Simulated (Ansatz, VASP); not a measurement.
**One calculation of Si2W, two programs**

File INCAR:

```
SYSTEM = Si2W
PREC = Accurate
ENCUT = 520
EDIFF = 1E-6
ISMEAR = -1
SIGMA = 0.05
LREAL = .FALSE.
LASPH = .TRUE.
NELM = 60
ALGO = Normal
ISIF = 2
LWAVE = .FALSE.
LCHARG = .FALSE.
GGA = CA
NBANDS = 18
```

KPOINTS

```
regular mesh
0
G
  12 12 12
  0 0 0
```

The input POSCAR:

```
Si2W
1.0
   -1.6280458460      1.6280458460      3.9664684080
    1.6280458460     -1.6280458460      3.9664684080
    1.6280458460      1.6280458460     -3.9664684080
W Si
1 2
Direct
    0.0000000000      0.0000000000      0.0000000000
    0.6653000000      0.6653000000      0.0000000000
    0.3347000000      0.3347000000      0.0000000000
```

Contents of input.yaml:

```yaml
crystal:
  lattice:
    - [-1.628045846, 1.628045846, 3.966468408]
    - [1.628045846, -1.628045846, 3.966468408]
    - [1.628045846, 1.628045846, -3.966468408]
  atoms:
    - { symbol: W, position: [0.0, 0.0, 0.0] }
    - { symbol: Si, position: [0.6653, 0.6653, 0.0] }
    - { symbol: Si, position: [0.3347, 0.3347, 0.0] }
kpoints:
  mp_grid: { grid: [12, 12, 12] }
scf:
  occupations: { method: fermi_dirac, width: 0.05 }
hamiltonian:
  xc: lda
  pseudopotentials: { kind: all_electron, lapw: { basis_error: 0.002 } }
output:
  forces: true
  stress: true
  eigenvalues: true
```

Change from the starting cell: volume scaled by 1.04.

Alike in both runs: task single point; functional LDA; k mesh 12 × 12 × 12; occupations fermi-dirac, width 0.05 eV; no spin polarisation.

```csv
,VASP,Ansatz
version,VASP 6.6.1,Ansatz 0.2.0
potentials or method,"VASP PAW LDA potentials, release 64 (W_sv, Si), cutoff 520 eV","all-electron LAPW, scalar-relativistic"
```

Ansatz gave:

| Item | Value |
| --- | --- |
| gap on the k mesh at the Fermi level (eV) | none |
| pressure (GPa) | -13.5 |
| traceless stress, the component that is largest in VASP (GPa) | -0.73 |
| rms of the force components (eV/Å) | 0.071 |

Which values does VASP return?

gap on the k mesh at the Fermi level (eV): none; pressure (GPa): -12.9; traceless stress, the component that is largest in VASP (GPa): -0.69; rms of the force components (eV/Å): 0.065.

LDA's correlation is that of Perdew and Zunger in VASP and of Perdew and Wang (1992) in Ansatz. Atom by atom the forces differ by 0.006 eV/Å (rms over components). A gap of «none» marks a metal or a gap that the smearing closes. Ansatz ran all-electron here, and VASP with PAW potentials.

Neither program's run includes spin-orbit coupling.
